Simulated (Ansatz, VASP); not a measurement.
One calculation of B, two programs

Contents of INCAR:

```
SYSTEM = B
PREC     = Accurate       ! precision mode
ENCUT    = 600            ! plane-wave cutoff, eV
EDIFF    = 1E-6           ! SCF threshold, eV
ISMEAR   = 0              ! smearing method
SIGMA    = 0.1            ! smearing width, eV
LREAL    = .FALSE.        ! projectors in reciprocal space
LASPH    = .TRUE.         ! aspherical terms in the spheres
NELM     = 60             ! most SCF steps
ALGO     = Normal         ! electronic algorithm
ISIF     = 3              ! what is computed and relaxed
LWAVE    = .FALSE.        ! write WAVECAR
LCHARG   = .FALSE.        ! write CHGCAR
GGA      = PE             ! functional
IBRION   = 2              ! ionic algorithm
NSW      = 100            ! ionic steps
EDIFFG   = -0.01          ! ionic threshold
```

File KPOINTS:

```
regular mesh
0
G
  24 24 28
  0 0 0
```

The input POSCAR:

```
B
1.0
    3.0246345460      0.0000000000      0.0000000000
   -1.5123172730      2.6194103540      0.0000000000
    0.0000000000      0.0000000000      1.8973343804
B
2
Direct
    0.3333333333      0.6666666667      0.0000000000
    0.6666666667      0.3333333333      0.0000000000
```

Input for Ansatz:

```yaml
crystal:
  lattice:
    - [3.024634546, 0.0, 0.0]
    - [-1.512317273, 2.619410354, 0.0]
    - [0.0, 0.0, 1.8973343804]
  atoms:
    - { symbol: B, position: [0.3333333333, 0.6666666667, 0.0] }
    - { symbol: B, position: [0.6666666667, 0.3333333333, 0.0] }
basis:
  ecutwfc: 420
kpoints:
  mp_grid: { grid: [24, 24, 28] }
hamiltonian:
  xc: pbe
scf:
  occupations: { method: gaussian, width: 0.1 }
output:
  forces: true
  stress: true
  eigenvalues: true
  write_density: true
  write_potential: true
  elf: true
  volumetric_format: npy
relax:
  adjacent_minimum: "off"
  f_tol: 0.01
  max_steps: 80
  cell: { stress_tol: 0.05 }
```

Alike in both runs: task relaxation of cell and atoms; functional PBE; k mesh 24 × 24 × 28; occupations gaussian, width 0.1 eV; no spin polarisation.

|  | VASP | Ansatz |
| --- | --- | --- |
| version | VASP 6.6.1 | Ansatz 0.2.0 |
| potentials or method | VASP PAW PBE potentials, release 64 (B), cutoff 600 eV | scalar-relativistic, plane waves, PAW |
| valence electrons in the cell | 6 | 6 |

|  | VASP | Ansatz | Ansatz less VASP |
| --- | --- | --- | --- |
| gap on the k mesh at the Fermi level, each at its own relaxed structure (eV) | none | none | - |
| relaxed volume (Å³/atom) | 7.60 | 7.60 | +0.001 |
| relaxed length of the cell vector where the two differ most in proportion (Å) | 1.934 | 1.935 | +0.0010 |

A gap of «none» marks a metal or a gap that the smearing closes.
